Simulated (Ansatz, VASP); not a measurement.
## Ir: VASP beside Ansatz

INCAR

```
SYSTEM = Ir
PREC     = Accurate       ! precision mode
ENCUT    = 520            ! plane-wave cutoff, eV
EDIFF    = 1E-6           ! SCF threshold, eV
ISMEAR   = 0              ! smearing method
SIGMA    = 0.15           ! smearing width, eV
LREAL    = .False.        ! projectors in reciprocal space
LASPH    = .True.         ! aspherical terms in the spheres
NELM     = 80             ! most SCF steps
ALGO     = Fast           ! electronic algorithm
ISIF     = 2              ! what is computed and relaxed
LWAVE    = .False.        ! write WAVECAR
LCHARG   = .True.         ! write CHGCAR
GGA      = PE             ! functional
LELF     = .True.         ! ELF
LVHAR    = .True.       
NBANDS   = 10             ! bands
```

KPOINTS

```
Automatic mesh
0
Gamma
  22 22 22
  0 0 0
```

The input POSCAR:

```
Ir
1.0
    0.0000000000      1.9791294977      1.8797771969
    1.9791294977      0.0000000000      1.8797771969
    1.9791294977      1.9791294977      0.0000000000
Ir
1
Direct
    0.0000000000      0.0000000000      0.0000000000
```

Input for Ansatz:

```yaml
crystal:
  lattice:
    - [0.0, 1.9791294977, 1.8797771969]
    - [1.9791294977, 0.0, 1.8797771969]
    - [1.9791294977, 1.9791294977, 0.0]
  atoms:
    - { symbol: Ir, position: [0.0, 0.0, 0.0] }
basis:
  ecutwfc: 420
kpoints:
  mp_grid: { grid: [22, 22, 22] }
hamiltonian:
  xc: pbe
  pseudopotentials: { kind: paw, azcp: { folder: soft_1 } }
scf:
  occupations: { method: gaussian, width: 0.15 }
output:
  forces: true
  stress: true
  eigenvalues: true
```

Alike in both runs: task single point; functional PBE; k mesh 22 × 22 × 22; occupations gaussian, width 0.15 eV; no spin polarisation.

```csv
,VASP,Ansatz
version,VASP 6.6.1,Ansatz 0.2.0
potentials or method,"VASP PAW PBE potentials, release 64 (Ir), cutoff 520 eV","scalar-relativistic, plane waves, PAW"
valence electrons in the cell,9,17
```

```tsv
	VASP	Ansatz	Ansatz less VASP
gap on the k mesh at the Fermi level (eV)	none	none	-
pressure (GPa)	-4.2	-4.6	-0.41
traceless stress, the component that is largest in VASP (GPa)	11.05	11.12	+0.074
```

A gap of «none» marks a metal or a gap that the smearing closes. With one functional, cell and mesh, what is left measures potentials, basis and numerics. VASP's potentials hold 9 valence electrons a cell and Ansatz's 17, so a difference there can come from the potentials and not from the codes.

Neither program's run includes spin-orbit coupling.
